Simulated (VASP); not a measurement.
Wanted: the native input for a VASP 6.6.1 run.

```yaml
Task: single point
Functional: PBE
Potentials_or_basis: VASP PAW PBE potentials, release 64 (Si, O)
Cutoff: 520 eV
k_mesh: 6 × 4 × 4
Occupations: gaussian, width 0.1 eV
Spin: no spin polarisation
Dipole_correction: no
Further_INCAR_settings: ALGO = Normal; EDIFF = 1e-06; NBANDS = 25
```

The structure of SiO2 lies in POSCAR:

```
SiO2
1.0
    3.9869252741      0.0000000000      0.0000000000
    0.0000000000      5.9873081802      0.0000000000
    0.0000000000      0.0000000000      3.5850158785
Si O
2 4
Direct
    0.0000000000      0.5000000000      0.5000000000
    0.5000000000      0.0000000000      0.5000000000
    0.1899532613      0.4780498832      0.0000000000
    0.8100467387      0.5219501168      0.0000000000
    0.3100467387      0.9780498832      0.0000000000
    0.6899532613      0.0219501168      0.0000000000
```

One way to write it, as run:

INCAR

```
SYSTEM = SiO2
PREC = Accurate ; ENCUT = 520
EDIFF = 1E-6 ; ISMEAR = 0
SIGMA = 0.1 ; LREAL = .FALSE.
LASPH = .TRUE. ; NELM = 60
ALGO = Normal ; ISIF = 2
LWAVE = .FALSE. ; LCHARG = .FALSE.
GGA = PE ; NBANDS = 25
```

KPOINTS

```
Automatic mesh
0
G
  6 4 4
  0 0 0
```

Potentials or basis: VASP PAW PBE potentials, release 64 (Si, O).

Command:

```bash
$ cat potpaw_PBE.64/Si/POTCAR potpaw_PBE.64/O/POTCAR > POTCAR
$ mpirun -np 1 vasp_std > vasp.out
```

Results of the run:

| Item | Value |
| --- | --- |
| Pressure | 0.5 GPa |
| Largest force | 0.226 eV/Å |
| Band gap on the k mesh | zero (band 16 reaches 4.19 eV, above the bottom of band 17 at 3.35 eV) |

Caveat: the k points lie up to 0.44 Å⁻¹ apart.

Wall time 40 s on 1 thread of Intel(R) Xeon(R) Platinum 8488C (Sapphire Rapids), with other jobs on the host, peak memory 0.21 GiB.
